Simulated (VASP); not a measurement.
# CaO (Pm-3m) in VASP: a series of runs, part 2 of 2

VASP 6.6.1. The steps go on from the part before.

**3. Relaxation of cell and atoms, PBE**

This run uses another cell than the first one, of 20.03 Å³/atom, 1.586 times its volume.

INCAR reads:

```
PREC = Accurate
ENCUT = 600
EDIFF = 1E-7
ISMEAR = 0
SIGMA = 0.1
LREAL = False
LASPH = True
NELM = 80
ALGO = Normal
ISIF = 3
LWAVE = False
LCHARG = False
GGA = PE
IBRION = 2
NSW = 90
EDIFFG = -0.04
```

KPOINTS reads:

```
Automatic mesh
0
Gamma
  6 6 6
```

POSCAR reads:

```
CaO
1.0
    3.4219345700      0.0000000000      0.0000000000
    0.0000000000      3.4219345700      0.0000000000
    0.0000000000      0.0000000000      3.4219345700
Ca O
1 1
Direct
    0.5000000000      0.5000000000      0.5000000000
    0.0000000000      0.0000000000      0.0000000000
```

Potentials or basis: VASP PAW PBE potentials, release 64 (Ca_sv, O).

Run with:

```bash
cat potpaw_PBE.64/Ca_sv/POTCAR potpaw_PBE.64/O/POTCAR > POTCAR
mpirun -np 1 vasp_std > vasp.out
```

OUTCAR:

```text
PREC = Accurate
   ENCUT = 600
   EDIFF = 1E-7
   ISMEAR = 0
   LREAL = False
   LASPH = True
   NELM = 80
   ISIF = 3
   GGA = PE
   IBRION = 2
   NSW = 90
   EDIFFG = -0.04

 ion  position               nearest neighbor table
   1  0.500  0.500  0.500-
   2  0.000  0.000  0.000-

  LATTYP: Found a simple cubic cell.
 ALAT       =     3.4219345700

  Lattice vectors:

 A1 = (   3.4219345700,   0.0000000000,   0.0000000000)
 A2 = (   0.0000000000,   3.4219345700,   0.0000000000)
 A3 = (   0.0000000000,   0.0000000000,   3.4219345700)

Analysis of symmetry for initial positions (statically):
=====================================================================
 Subroutine PRICEL returns:
 Original cell was already a primitive cell.

 Routine SETGRP: Setting up the symmetry group for a
 simple cubic supercell.

 Subroutine GETGRP returns: Found 48 space group operations
 (whereof 48 operations were pure point group operations)
 out of a pool of 48 trial point group operations.

The static configuration has the point symmetry O_h .

Analysis of symmetry for dynamics (positions and initial velocities):
=====================================================================
 Subroutine PRICEL returns:
 Original cell was already a primitive cell.

 Routine SETGRP: Setting up the symmetry group for a
 simple cubic supercell.

 Subroutine GETGRP returns: Found 48 space group operations
 (whereof 48 operations were pure point group operations)
 out of a pool of 48 trial point group operations.

The dynamic configuration has the point symmetry O_h .

 Subroutine INISYM returns: Found 48 space group operations
 (whereof 48 operations are pure point group operations),
 and found     1 'primitive' translations

----------------------------------------------------------------------------------------

                                     Primitive cell

  volume of cell :      40.0696

  direct lattice vectors                    reciprocal lattice vectors
     3.421934570  0.000000000  0.000000000     0.292232356  0.000000000  0.000000000
     0.000000000  3.421934570  0.000000000     0.000000000  0.292232356  0.000000000
     0.000000000  0.000000000  3.421934570     0.000000000  0.000000000  0.292232356

[... 93 lines left out ...]
   ISMEAR =     0;   SIGMA  =   0.10  broadening in eV -4-tet -1-fermi 0-gaus
   EFERMI_NEDOS =   21; number of points for ismear=-14 and -15
   IALGO  =     38    algorithm
   IMIX   =      4    mixing-type and parameters
     AMIX     =   0.40;   BMIX     =  1.00
     AMIX_MAG =   1.60;   BMIX_MAG =  1.00
  volume/ion in A,a.u.               =      20.03       135.20
  Fermi-wavevector in a.u.,A,eV,Ry     =   1.205526  2.278113 19.773240  1.453292
  Thomas-Fermi vector in A             =   2.341219
   LORBIT       =      0    0 simple, 1 ext, 2 COOP (PROOUT), +10 PAW based schemes
   GGA     = PE    functional components
   LHFCALC =     F    Hartree Fock is set to
   AEXX    =    0.0000 exact exchange contribution
   IVDW    =     0    specifies the selected vdW correction
   LEPSILON=     F    determine dielectric tensor
   LRPA    =     F    only Hartree local field effects (RPA)
 conjugate gradient relaxation of ions
 non-spin polarized calculation
 Gauss-broadening in eV      SIGMA  =   0.10
  energy-cutoff  :      600.00
  volume of cell :       40.07
 maximum number of plane-waves:      1357
 NGX is ok and might be reduce to    28
   NGX = 13   NGY = 13   NGZ = 13

--------------------------------------- Ionic step        1  -------------------------------------------

 number of electron      15.9999994 magnetization

 Free energy of the ion-electron system (eV)
  ---------------------------------------------------
  ext. energy  EPLUGINS =         0.00000000
  ---------------------------------------------------
  free energy    TOTEN  =       -10.58421986 eV

  energy without entropy =      -10.58421986  energy(sigma->0) =      -10.58421986

 E-fermi :   1.9739     XC(G=0):  -8.9662

 val. band max:        1.4257990002   @ k =   0.5000   0.5000   0.0000
 cond. band min:       2.7139023983   @ k =   0.0000   0.0000   0.0000
 fundamental gap:      1.2881033981
 Fermi energy:         1.9739078199

 k-point     1 :       0.0000    0.0000    0.0000
  band No.  band energies     occupation
      1     -39.4339      2.00000
      2     -20.2620      2.00000
      3     -20.2620      2.00000
      4     -20.2620      2.00000
      5     -13.8470      2.00000
      6       1.1586      2.00000
      7       1.1586      2.00000
      8       1.1586      2.00000
      9       2.7139      0.00000
     10       3.9528      0.00000
     11       3.9528      0.00000
     12       7.1666      0.00000
[... 390 lines left out ...]
--------------------------------------- Ionic step        4  -------------------------------------------

 number of electron      15.9999998 magnetization

 Free energy of the ion-electron system (eV)
  ---------------------------------------------------
  ext. energy  EPLUGINS =         0.00000000
  ---------------------------------------------------
  free energy    TOTEN  =       -11.84573104 eV

  energy without entropy =      -11.84573104  energy(sigma->0) =      -11.84573104

 E-fermi :   4.3920     XC(G=0): -11.0750

 val. band max:        3.9334830248   @ k =   0.5000   0.5000   0.0000
 cond. band min:       6.7029958048   @ k =   0.0000   0.0000   0.0000
 fundamental gap:      2.7695127800
 Fermi energy:         4.3920033211

 k-point     1 :       0.0000    0.0000    0.0000
  band No.  band energies     occupation
      1     -35.4522      2.00000
      2     -15.9464      2.00000
      3     -15.9464      2.00000
      4     -15.9464      2.00000
      5     -12.4063      2.00000
      6       3.6243      2.00000
      7       3.6243      2.00000
      8       3.6243      2.00000
      9       6.7030      0.00000
     10       6.7030      0.00000
     11       8.7519      0.00000
     12      12.1599      0.00000
[... 312 lines left out ...]
  FREE ENERGIE OF THE ION-ELECTRON SYSTEM (eV)
  ---------------------------------------------------
  free  energy   TOTEN  =       -11.8457310431 eV

  energy  without entropy=      -11.8457310431  energy(sigma->0) =      -11.84573104

 reached required accuracy - stopping structural energy minimisation
```

OSZICAR:

```text
N       E                     dE             d eps       ncg     rms          rms(c)
DAV:   1     0.123743642378E+03    0.12374E+03   -0.87633E+03   480   0.141E+03
DAV:   2    -0.148070893320E+01   -0.12522E+03   -0.11780E+03   540   0.331E+02
DAV:   3    -0.118505086475E+02   -0.10370E+02   -0.99604E+01   704   0.797E+01
[... 47 lines left out ...]
DAV:   6    -0.118457287996E+02   -0.99715E-04   -0.13373E-04   752   0.676E-02    0.102E-02
DAV:   7    -0.118457315354E+02   -0.27358E-05   -0.24513E-06   588   0.208E-02    0.114E-03
DAV:   8    -0.118457312649E+02    0.27055E-06   -0.10047E-07   376   0.396E-03    0.266E-04
DAV:   9    -0.118457311344E+02    0.13041E-06   -0.12294E-07   452   0.207E-03    0.591E-04
DAV:  10    -0.118457310431E+02    0.91315E-07   -0.15056E-08   240   0.157E-03
   4 F= -.11845731E+02 E0= -.11845731E+02  d E =-.126151E+01
```

Wall time 39 s (1 thread of Intel Xeon Platinum 8124M at 3.00GHz (Skylake/Cascade Lake), shared host); peak memory 0.17 GiB.

Results:

```
Free energy                            : -11.8457 eV
Relaxed volume                         : 12.69 Å³/atom
Relaxed cell                           : a = 2.939 Å, b = 2.939 Å, c = 2.939 Å, α = 90.00°, β = 90.00°, γ = 90.00°
Space group after relaxing (to 0.05 Å) : Pm-3m (No. 221)
Energy gained by relaxing              : 630.8 meV/atom
Ionic steps                            : 4
Pressure after relaxing                : 0.2 GPa
Band gap on the k mesh                 : 2.77 eV, indirect (least direct gap 3.08 eV)
```

Step by step:
| step | energy change (eV) | largest force (eV/Å) | pressure (GPa) | volume (Å³) |
| --- | --- | --- | --- | --- |
| 1 | 0.0000 | 0.0000 | -18.50 | 40.07 |
| 2 | -1.1819 | 0.0000 | -8.71 | 28.09 |
| 3 | -1.2607 | 0.0000 | -1.04 | 25.66 |
| 4 | -1.2615 | 0.0000 | 0.15 | 25.37 |

Final structure:
```cif
data_structure
_symmetry_space_group_name_H-M 'P 1'
_symmetry_Int_Tables_number 1
_cell_length_a 2.9385
_cell_length_b 2.9385
_cell_length_c 2.9385
_cell_angle_alpha 90.000
_cell_angle_beta 90.000
_cell_angle_gamma 90.000
_cell_volume 25.37
loop_
_atom_site_label
_atom_site_type_symbol
_atom_site_fract_x
_atom_site_fract_y
_atom_site_fract_z
_atom_site_occupancy
Ca1 Ca 0.50000 0.50000 0.50000 1
O1 O 0.00000 0.00000 0.00000 1
```

Levels at points of the mesh, in eV from the valence-band top:
| k point | band 6 | band 7 | band 8 | band 9 | band 10 | band 11 |
| --- | --- | --- | --- | --- | --- | --- |
| (0.00, 0.00, 0.00) | -0.31 | -0.31 | -0.31 | 2.77 | 2.77 | 4.82 |
| (0.50, 0.00, 0.00) | -3.71 | -0.76 | -0.76 | 3.72 | 6.96 | 7.93 |
| (0.50, 0.50, 0.00) | -2.08 | -2.08 | 0.00 | 3.81 | 4.62 | 6.46 |
| (0.50, 0.50, 0.50) | -3.28 | -3.28 | -3.28 | 7.71 | 7.71 | 7.71 |

Caveat: the volume moved by over 15 % at a fixed basis, so the end points are rough.

**4. Relaxation of cell and atoms, PBE**

INCAR reads:

```
PREC = Accurate
ENCUT = 600
EDIFF = 1E-6
ISMEAR = 0
SIGMA = 0.02
LREAL = F
LASPH = T
NELM = 80
ALGO = Normal
ISIF = 3
LWAVE = F
LCHARG = F
GGA = PE
IBRION = 2
NSW = 100
EDIFFG = -0.01
```

KPOINTS reads:

```
Automatic mesh
0
Gamma
  8 8 8
```

POSCAR reads:

```
CaO
1.0
    2.9342716779      0.0000000000      0.0000000000
    0.0000000000      2.9342716779      0.0000000000
    0.0000000000      0.0000000000      2.9342716779
Ca O
1 1
Direct
    0.5000000000      0.5000000000      0.5000000000
    0.0000000000      0.0000000000      0.0000000000
```

Potentials or basis: VASP PAW PBE potentials, release 64 (Ca_sv, O).

Run with:

```bash
cat potpaw_PBE.64/Ca_sv/POTCAR potpaw_PBE.64/O/POTCAR > POTCAR
mpirun -np 1 vasp_std > vasp.out
```

OUTCAR:

```text
PREC = Accurate
   ENCUT = 600
   EDIFF = 1E-6
   ISMEAR = 0
   LREAL = F
   LASPH = T
   NELM = 80
   ISIF = 3
   GGA = PE
   IBRION = 2
   NSW = 100
   EDIFFG = -0.01

 ion  position               nearest neighbor table
   1  0.500  0.500  0.500-   2 2.54   2 2.54   2 2.54   2 2.54   2 2.54   2 2.54   2 2.54   2 2.54

   2  0.000  0.000  0.000-   1 2.54   1 2.54   1 2.54   1 2.54   1 2.54   1 2.54   1 2.54   1 2.54

  LATTYP: Found a simple cubic cell.
 ALAT       =     2.9342716779

  Lattice vectors:
[... 597 lines left out ...]

  FORCE on cell =-STRESS in cart. coord.  units (eV):
  Direction    XX          YY          ZZ          XY          YZ          ZX
  --------------------------------------------------------------------------------------
  -------------------------------------------------------------------------------------
  Total       -0.0141589     -0.0141589     -0.0141589      0.0000000      0.0000000      0.0000000
  in kB       -0.8931785     -0.8931785     -0.8931785      0.0000000      0.0000000      0.0000000
  external PRESSURE =      -0.8931785 kB  Pullay stress =       0.0000000 kB

 VOLUME and BASIS-vectors are now :
 -----------------------------------------------------------------------------
  energy-cutoff  :      600.00
  volume of cell :       25.40
      direct lattice vectors                 reciprocal lattice vectors
     2.939460359 -0.000000000 -0.000000000     0.340198498 -0.000000000  0.000000000
     0.000000000  2.939460359  0.000000000     0.000000000  0.340198498 -0.000000000
    -0.000000000  0.000000000  2.939460359     0.000000000 -0.000000000  0.340198498

 POSITION                                       TOTAL-FORCE (eV/Angst)
 -----------------------------------------------------------------------------------
      1.46973      1.46973      1.46973         0.000000      0.000000      0.000000
      0.00000      0.00000      0.00000        -0.000000     -0.000000      0.000000
 -----------------------------------------------------------------------------------
    total drift:                                0.000000      0.000000     -0.000000

  FREE ENERGIE OF THE ION-ELECTRON SYSTEM (eV)
  ---------------------------------------------------
  free  energy   TOTEN  =       -11.8284147745 eV

  energy  without entropy=      -11.8284147745  energy(sigma->0) =      -11.82841477

 reached required accuracy - stopping structural energy minimisation
```

CONTCAR:

```text
CaO
   1.00000000000000
     2.9394603589043311   -0.0000000000000000   -0.0000000000000000
     0.0000000000000000    2.9394603589043311    0.0000000000000000
    -0.0000000000000000    0.0000000000000000    2.9394603589043311
  Ca              O
     1     1
Direct
     0.5000000000000000    0.5000000000000000    0.5000000000000000
     0.0000000000000000    0.0000000000000000    0.0000000000000000

  0.00000000E+00  0.00000000E+00  0.00000000E+00
  0.00000000E+00  0.00000000E+00  0.00000000E+00
```

Wall time 13 s (1 thread of Intel Xeon Platinum 8124M at 3.00GHz (Skylake/Cascade Lake), shared host); peak memory 0.15 GiB.

What came out:

- Free energy: -11.8284 eV
- Relaxed volume: 12.70 Å³/atom
- Relaxed cell: a = 2.939 Å, b = 2.939 Å, c = 2.939 Å, α = 90.00°, β = 90.00°, γ = 90.00°
- Space group after relaxing (to 0.05 Å): Pm-3m (No. 221)
- Energy gained by relaxing: 0.1 meV/atom
- Ionic steps: 2
- Pressure after relaxing: -0.1 GPa
- Band gap on the k mesh: 2.77 eV, indirect (least direct gap 3.08 eV)

The path:
| step | energy change (eV) | largest force (eV/Å) | pressure (GPa) | volume (Å³) |
| --- | --- | --- | --- | --- |
| 1 | 0.0000 | 0.0000 | 0.46 | 25.26 |
| 2 | -0.0002 | 0.0000 | -0.09 | 25.40 |

Final structure:
```cif
data_structure
_symmetry_space_group_name_H-M 'P 1'
_symmetry_Int_Tables_number 1
_cell_length_a 2.9395
_cell_length_b 2.9395
_cell_length_c 2.9395
_cell_angle_alpha 90.000
_cell_angle_beta 90.000
_cell_angle_gamma 90.000
_cell_volume 25.40
loop_
_atom_site_label
_atom_site_type_symbol
_atom_site_fract_x
_atom_site_fract_y
_atom_site_fract_z
_atom_site_occupancy
Ca1 Ca 0.50000 0.50000 0.50000 1
O1 O 0.00000 0.00000 0.00000 1
```

Levels at points of the mesh, in eV from the valence-band top:
```tsv
k point	band 5	band 6	band 7	band 8	band 9	band 10	band 11	band 12
(0.00, 0.00, 0.00)	-16.34	-0.31	-0.31	-0.31	2.77	2.77	4.81	8.22
(0.50, 0.00, 0.00)	-15.26	-3.70	-0.76	-0.76	3.72	6.95	7.92	7.92
(0.50, 0.50, 0.00)	-15.68	-2.08	-2.08	0.00	3.81	4.62	6.45	6.45
(0.50, 0.50, 0.50)	-15.19	-3.28	-3.28	-3.28	7.71	7.71	7.71	9.68
```

A k mesh can miss the band edges. As with any semilocal functional, this PBE gap is likely too small.

**5. Overview**

```csv
task,cell,k mesh,cutoff (eV),smearing,gap on the mesh (eV),pressure (GPa),relaxed volume (Å³/atom)
single point,"a = 2.934 Å, 2 atoms",8 × 8 × 8,520,gaussian 0.02 eV,2.77,0.6,-
relaxation of cell and atoms,"relaxed from a = 3.422 Å, 2 atoms",6 × 6 × 6,600,gaussian 0.1 eV,2.77,0.2,12.69
relaxation of cell and atoms,"relaxed from a = 2.934 Å, 2 atoms",8 × 8 × 8,600,gaussian 0.02 eV,2.77,-0.1,12.70
```

Alike in all rows: level PBE; potentials or basis VASP PAW PBE potentials, release 64 (Ca_sv, O); no spin polarisation.

Caveats: the volume moved by over 15 % at a fixed basis, so the end points are rough (some runs).

Total energies depend on the potentials used, so only differences within one code and one set of settings carry meaning.
